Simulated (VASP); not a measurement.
## WS2: single point with PBEsol

System: WS2, a slab with vacuum.

```
W S
1.0
     3.23047    0.00000    0.00000
    -1.61524    2.79767    0.00000
     0.00000    0.00000   23.24970
W S
2 4
Direct
  0.33333 0.66667 0.63457
  0.66667 0.33333 0.36543
  0.33333 0.66667 0.29897
  0.66667 0.33333 0.56805
  0.33333 0.66667 0.43195
  0.66667 0.33333 0.70103
```

```json
{
 "Program": "VASP 6.6.1",
 "Task": "single point",
 "Functional": "PBEsol",
 "Potentials or basis": "VASP PAW PBE potentials, release 64 (W_sv, S)",
 "Cutoff": "520 eV",
 "k mesh": "12 × 12 × 2",
 "Occupations": "gaussian, width 0.05 eV",
 "Spin": "no spin polarisation"
}
```

```
Largest force          : 0.153 eV/Å
Band gap on the k mesh : 1.05 eV (least direct gap 1.57 eV)
```

Forces on the atoms (eV/Å):
```
W    0.000  0.000  0.003
W    0.000  0.000 -0.003
S    0.000  0.000  0.149
S    0.000  0.000  0.153
S    0.000  0.000 -0.153
S    0.000  0.000 -0.149
```

Levels at points of the mesh, in eV from the valence-band top:
| k point | band 24 | band 25 | band 26 | band 27 | band 28 | band 29 |
| --- | --- | --- | --- | --- | --- | --- |
| (0.00, 0.00, 0.00) | -1.95 | -0.54 | 0.00 | 2.25 | 2.25 | 2.25 |
| (0.50, 0.00, 0.00) | -1.89 | -1.46 | -1.38 | 2.10 | 2.12 | 2.55 |
| (0.00, 0.00, 0.50) | -1.95 | -0.54 | 0.00 | 2.25 | 2.25 | 2.25 |
| (0.50, 0.00, 0.50) | -1.89 | -1.46 | -1.38 | 2.10 | 2.12 | 2.55 |

Wall time 2.7 min on 1 thread of Intel(R) Xeon(R) 6975P-C (Granite Rapids), on a shared host, peak memory 0.43 GiB.

Caveat: there is no dipole correction, which matters where the two faces differ; the PAW data sets were made with another functional, which shifts forces and pressure a little; spin-orbit coupling is left out, which moves the levels of the heavy elements.
